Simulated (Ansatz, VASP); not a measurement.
One calculation of Hf2Pd2Se2Br2O3, two programs

```
CELL_PARAMETERS angstrom
5.76069 0.00496 -0.00286
-0.52750 5.84664 0.03413
-1.48435 -0.92642 6.64586
ATOMIC_POSITIONS crystal
Hf 0.74540 0.39602 0.34989
Hf 0.28763 0.45322 0.59401
Pd 0.90854 0.13294 0.84849
Pd 0.25249 0.90323 0.35874
Se 0.63469 0.40355 0.93716
Se 0.62597 0.78174 0.53023
Br 0.85273 0.99089 0.15355
Br 0.22526 0.82084 0.86223
O 0.96040 0.28925 0.59026
O 0.43233 0.24524 0.40864
O 0.07457 0.58308 0.36682
```

Alike in both runs: functional RPBE; k mesh 4 × 4 × 3; occupations fermi-dirac, width 0.05 eV; no spin polarisation.

|  | VASP | Ansatz |
| --- | --- | --- |
| version | VASP 6.6.1 | Ansatz 0.2.0 |
| potentials or method | VASP PAW PBE potentials, release 64 (Hf_pv, Pd, Se, Br, O), cutoff 520 eV | all-electron LAPW, scalar-relativistic |
| task | single point | band structure |

VASP gave:

| Property | Result |
| --- | --- |
| gap on the k mesh at the Fermi level (eV) | 0.22 |
| least direct gap on the mesh (eV) | 0.35 |
| pressure (GPa) | 2.2 |
| traceless stress, the component that is largest in VASP (GPa) | 0.18 |
| rms of the force components (eV/Å) | 0.054 |

**Question.** What did Ansatz give for the same quantities?

**Answer.** gap on the k mesh at the Fermi level (eV): 0.25; least direct gap on the mesh (eV): 0.37; pressure (GPa): 2.8; traceless stress, the component that is largest in VASP (GPa): 0.10; rms of the force components (eV/Å): 0.044.

VASP's potentials were made for PBE, not for RPBE. Atom by atom the forces differ by 0.060 eV/Å (rms over components). Ansatz ran all-electron here, and VASP with PAW potentials.

Spin-orbit coupling is off throughout.
